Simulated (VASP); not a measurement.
# Ca (Ia-3) in VASP: single point with PBE

Aim: the single point of Ca with PBE.

All numbers are computed with VASP 6.6.1; they aren't measurements. Logs are shortened: lines on timing, memory, paths and dates and some standing lists are left out, and cuts for length are marked.

## (1) The cell of the first run

Symmetry: Ia-3, No. 206, cubic system. The conventional cell has a = 9.332 Å, b = 9.332 Å, c = 9.332 Å, α = 90.00°, β = 90.00°, γ = 90.00°. Ca (site symmetry 3) has 5 Ca at 3.30 to 4.05 Å within 4.3 Å.

## (2) Single point, PBE

Contents of INCAR:

```
SYSTEM = Ca
PREC = Accurate
ENCUT = 520
EDIFF = 1E-6
ISMEAR = 0
SIGMA = 0.1
LREAL = .FALSE.
LASPH = .TRUE.
NELM = 100
ALGO = Normal
ISIF = 2
LWAVE = .FALSE.
LCHARG = .FALSE.
GGA = PE
NBANDS = 50
```

Contents of KPOINTS:

```
regular mesh
0
G
  4 4 4
  0 0 0
```

Contents of POSCAR:

```
Ca
1.0
   -4.6661145276      4.6661145276      4.6661145276
    4.6661145276     -4.6661145276      4.6661145276
    4.6661145276      4.6661145276     -4.6661145276
Ca
8
Direct
    0.2496888056      0.2496888056      0.2496888056
    0.5000000000      0.0000000000      0.2503111944
    0.2503111944      0.5000000000      0.0000000000
    0.0000000000      0.2503111944      0.5000000000
    0.7503111944      0.7503111944      0.7503111944
    0.5000000000      0.0000000000      0.7496888056
    0.7496888056      0.5000000000      0.0000000000
    0.0000000000      0.7496888056      0.5000000000
```

Potentials or basis: VASP PAW PBE potentials, release 64 (Ca_sv).

Command:

```
> cat potpaw_PBE.64/Ca_sv/POTCAR > POTCAR
> mpirun -np 1 vasp_std > vasp.out
```

OUTCAR:

```text
SYSTEM = Ca
   PREC = Accurate
   ENCUT = 520
   EDIFF = 1E-6
   ISMEAR = 0
   LREAL = .FALSE.
   LASPH = .TRUE.
   NELM = 100
   ISIF = 2
   GGA = PE

 ion  position               nearest neighbor table
   1  0.250  0.250  0.250-
   2  0.500  0.000  0.250-
   3  0.250  0.500  0.000-
   4  0.000  0.250  0.500-
   5  0.750  0.750  0.750-
   6  0.500  0.000  0.750-
   7  0.750  0.500  0.000-
   8  0.000  0.750  0.500-

  LATTYP: Found a body centered cubic cell.
 ALAT       =     9.3322290552

  Lattice vectors:

 A1 = (  -4.6661145276,   4.6661145276,   4.6661145276)
 A2 = (   4.6661145276,  -4.6661145276,   4.6661145276)
 A3 = (   4.6661145276,   4.6661145276,  -4.6661145276)

Analysis of symmetry for initial positions (statically):
=====================================================================
 Subroutine PRICEL returns:
 Original cell was already a primitive cell.

 Routine SETGRP: Setting up the symmetry group for a
 body centered cubic supercell.

 Subroutine GETGRP returns: Found 24 space group operations
 (whereof  6 operations were pure point group operations)
 out of a pool of 48 trial point group operations.

The static configuration has the point symmetry S_6 .
 The point group associated with its full space group is T_h .

Analysis of symmetry for dynamics (positions and initial velocities):
=====================================================================
 Subroutine PRICEL returns:
 Original cell was already a primitive cell.

 Routine SETGRP: Setting up the symmetry group for a
 body centered cubic supercell.

 Subroutine GETGRP returns: Found 24 space group operations
 (whereof  6 operations were pure point group operations)
 out of a pool of 48 trial point group operations.

The dynamic configuration has the point symmetry S_6 .
 The point group associated with its full space group is T_h .

 Subroutine INISYM returns: Found 24 space group operations
 (whereof  6 operations are pure point group operations),
[... 86 lines left out ...]
   LNONCOLLINEAR =      F non collinear calculations
   LSORBIT =      F    spin-orbit coupling
   LASPH  =      T    aspherical Exc in radial PAW
   ENCUT  =  520.0 eV  38.22 Ry    6.18 a.u.  15.03 15.03 15.03*2*pi/ulx,y,z
   NELM   =    100;   NELMIN=  2; NELMDL= -5     # of ELM steps
   EDIFF  = 0.1E-05   stopping-criterion for ELM
   LREAL  =      F    real-space projection
   EDIFFG = 0.1E-04   stopping-criterion for IOM
   NSW    =      0    number of steps for IOM
   IBRION =     -1    ionic relax: 0-MD 1-quasi-New 2-CG
   NFREE  =      0    steps in history (QN), initial steepest desc. (CG)
   ISIF   =      2    stress and relaxation
   ISYM   =      2    0-nonsym 1-usesym 2-fastsym
   POTIM  = 0.5000    time-step for ionic-motion
   TEBEG  =    0.0;   TEEND  =   0.0 temperature during run
   PSTRESS=    0.0 pullay stress
   NELECT =      80.0000    total number of electrons
   NUPDOWN=      -1.0000    fix difference up-down
   EMIN   =  10.00;   EMAX   =-10.00  energy-range for DOS
   EFERMI =   0.00;   METHOD = LEGACY
   ISMEAR =     0;   SIGMA  =   0.10  broadening in eV -4-tet -1-fermi 0-gaus
   EFERMI_NEDOS =   21; number of points for ismear=-14 and -15
   IALGO  =     38    algorithm
   IMIX   =      4    mixing-type and parameters
     AMIX     =   0.40;   BMIX     =  1.00
     AMIX_MAG =   1.60;   BMIX_MAG =  1.00
  volume/ion in A,a.u.               =      50.80       342.79
  Fermi-wavevector in a.u.,A,eV,Ry     =   0.952349  1.799679 12.340056  0.906969
  Thomas-Fermi vector in A             =   2.080904
   LORBIT       =      0    0 simple, 1 ext, 2 COOP (PROOUT), +10 PAW based schemes
   GGA     = PE    functional components
   LHFCALC =     F    Hartree Fock is set to
   AEXX    =    0.0000 exact exchange contribution
   IVDW    =     0    specifies the selected vdW correction
   LEPSILON=     F    determine dielectric tensor
   LRPA    =     F    only Hartree local field effects (RPA)
 non-spin polarized calculation
 Gauss-broadening in eV      SIGMA  =   0.10
  energy-cutoff  :      520.00
  volume of cell :      406.37
 maximum number of plane-waves:     11086
   NGX = 31   NGY = 31   NGZ = 31

 number of electron      80.0000028 magnetization

 Free energy of the ion-electron system (eV)
  ---------------------------------------------------
  ext. energy  EPLUGINS =         0.00000000
  ---------------------------------------------------
  free energy    TOTEN  =        -9.44971181 eV

  energy without entropy =       -9.37295464  energy(sigma->0) =       -9.41133322

 E-fermi :   1.2031     XC(G=0):  -7.1380

 val. band max:        1.1993844422   @ k =   0.5000   0.0000   0.0000
 cond. band min:       1.2334429072   @ k =   0.2500   0.2500   0.0000
 fundamental gap:      0.0340584650
 Fermi energy:         1.2031220866

 k-point     1 :       0.0000    0.0000    0.0000
  band No.  band energies     occupation
      1     -41.4482      2.00000
      2     -41.4453      2.00000
      3     -41.4109      2.00000
      4     -41.4109      2.00000
      5     -41.4109      2.00000
      6     -41.4084      2.00000
[... 413 lines left out ...]
     49       2.4021      0.00000
     50       2.4034      0.00000

------------------------ aborting loop because EDIFF is reached ----------------------------------------

  FORCE on cell =-STRESS in cart. coord.  units (eV):
  Direction    XX          YY          ZZ          XY          YZ          ZX
  --------------------------------------------------------------------------------------
  -------------------------------------------------------------------------------------
  Total        0.1105313      0.1105313      0.1105313     -0.0000000      0.0000000      0.0000000
  in kB        0.4357823      0.4357823      0.4357823     -0.0000000      0.0000000      0.0000000
  external PRESSURE =       0.4357823 kB  Pullay stress =       0.0000000 kB

 VOLUME and BASIS-vectors are now :
 -----------------------------------------------------------------------------
  energy-cutoff  :      520.00
  volume of cell :      406.37
      direct lattice vectors                 reciprocal lattice vectors
    -4.666114528  4.666114528  4.666114528     0.000000000  0.107155535  0.107155535
     4.666114528 -4.666114528  4.666114528     0.107155535  0.000000000  0.107155535
     4.666114528  4.666114528 -4.666114528     0.107155535  0.107155535  0.000000000

 POSITION                                       TOTAL-FORCE (eV/Angst)
 -----------------------------------------------------------------------------------
      1.16508      1.16508      1.16508         0.001657      0.001657      0.001657
     -1.16508      3.50104      1.16508        -0.001657     -0.001657      0.001657
      1.16508     -1.16508      3.50104         0.001657     -0.001657     -0.001657
      3.50104      1.16508     -1.16508        -0.001657      0.001657     -0.001657
      3.50104      3.50104      3.50104        -0.001657     -0.001657     -0.001657
      1.16508      5.83119     -1.16508         0.001657      0.001657     -0.001657
     -1.16508      1.16508      5.83119        -0.001657      0.001657      0.001657
      5.83119     -1.16508      1.16508         0.001657     -0.001657      0.001657
 -----------------------------------------------------------------------------------
    total drift:                               -0.000000      0.000000     -0.000000

  FREE ENERGIE OF THE ION-ELECTRON SYSTEM (eV)
  ---------------------------------------------------
  free  energy   TOTEN  =        -9.4497118123 eV

  energy  without entropy=       -9.3729546356  energy(sigma->0) =       -9.41133322
```

Run time: 2.3 min. Hardware: 1 thread of Intel Xeon 6975P-C (Granite Rapids), shared host; peak memory 0.52 GiB.

What came out:

| Property | Result |
| --- | --- |
| Free energy | -9.4497 eV |
| Pressure | 0.0 GPa |
| Band gap on the k mesh | zero (band 40 reaches 1.50 eV, above the bottom of band 41 at 0.86 eV) |

Forces on the atoms (eV/Å):
```
Ca   0.002  0.002  0.002
Ca  -0.002 -0.002  0.002
Ca   0.002 -0.002 -0.002
Ca  -0.002  0.002 -0.002
Ca  -0.002 -0.002 -0.002
Ca   0.002  0.002 -0.002
Ca  -0.002  0.002  0.002
Ca   0.002 -0.002  0.002
```
